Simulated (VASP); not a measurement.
A run of VASP 6.6.1:

File POSCAR:

```
Hg2Pb
1.0
    5.7136210000      0.0000000000      0.0000000000
    0.0000000000      5.7136210000      0.0000000000
    0.0000000000      0.0000000000      5.7136210000
Pb Hg
2 4
Direct
    0.0000000000      0.0000000000      0.0000000000
    0.5000000000      0.5000000000      0.5000000000
    0.2500000000      0.2500000000      0.2500000000
    0.2500000000      0.7500000000      0.7500000000
    0.7500000000      0.7500000000      0.2500000000
    0.7500000000      0.2500000000      0.7500000000
```

Contents of INCAR.step1:

```
SYSTEM = Hg2Pb
ALGO = Normal ; EDIFF = 1E-6
ENCUT = 400 ; GGA = PE
GGA_COMPAT = .FALSE. ; ISIF = 2
ISMEAR = 1 ; LASPH = .TRUE.
LCHARG = .TRUE. ; LORBIT = 11
LREAL = .FALSE. ; LWAVE = .FALSE.
NBANDS = 47 ; NEDOS = 2001
NELM = 120 ; PREC = Accurate
SIGMA = 0.1
```

Contents of KPOINTS.step1:

```
k-points
0
G
  5 5 5
  0 0 0
```

The input INCAR.step2:

```
SYSTEM = Hg2Pb
ALGO = Normal ; EDIFF = 1E-6
ENCUT = 400 ; GGA = PE
GGA_COMPAT = .FALSE. ; ICHARG = 11
ISIF = 2 ; ISMEAR = -5
LASPH = .TRUE. ; LCHARG = .FALSE.
LORBIT = 11 ; LREAL = .FALSE.
LWAVE = .FALSE. ; NBANDS = 47
NEDOS = 1001 ; NELM = 120
PREC = Accurate ; SIGMA = 0.1
```

File KPOINTS.step2:

```
k-points
0
G
  8 8 8
  0 0 0
```

Potentials or basis: VASP PAW PBE potentials, release 64 (Pb_d, Hg).

Launch:

```console
$ cat potpaw_PBE.64/Pb_d/POTCAR potpaw_PBE.64/Hg/POTCAR > POTCAR
$ cp INCAR.step1 INCAR
$ cp KPOINTS.step1 KPOINTS
$ mpirun -np 1 vasp_std > vasp.out
$ cp INCAR.step2 INCAR
$ cp KPOINTS.step2 KPOINTS
$ mpirun -np 1 vasp_std > vasp.out
```

Hardware: 1 thread of Intel Xeon 8259CL, on a shared host.

Problem. Estimate the wall time of this run.

Solution. Wall time 5.7 min on 1 thread of Intel Xeon 8259CL, on a shared host, peak memory 0.33 GiB. Counts: k points 35.
